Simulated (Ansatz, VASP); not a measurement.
## One calculation of Y, two programs

```
CELL_PARAMETERS angstrom
0.00000 2.49326 2.49326
2.49326 0.00000 2.49326
2.49326 2.49326 0.00000
ATOMIC_POSITIONS crystal
Y 0.00000 0.00000 0.00000
```

Change from the starting cell: volume scaled by 1.01, crystal datasets.

Alike in both runs: task electric field gradients; functional LDA; k mesh 13 × 13 × 13; occupations fermi-dirac, width 0.05 eV; no spin polarisation.

```csv
,VASP,Ansatz
version,VASP 6.6.1,Ansatz 0.2.0
potentials or method,"VASP PAW LDA potentials, release 64 (Y_sv), cutoff 520 eV","all-electron PAW with datasets made for the crystal, scalar-relativistic"
```

```tsv
	VASP	Ansatz	Ansatz less VASP
pressure (GPa)	-2.2	-2.1	+0.12
```

LDA's correlation is that of Perdew and Zunger in VASP and of Perdew and Wang (1992) in Ansatz. Ansatz ran all-electron here, and VASP with PAW potentials.
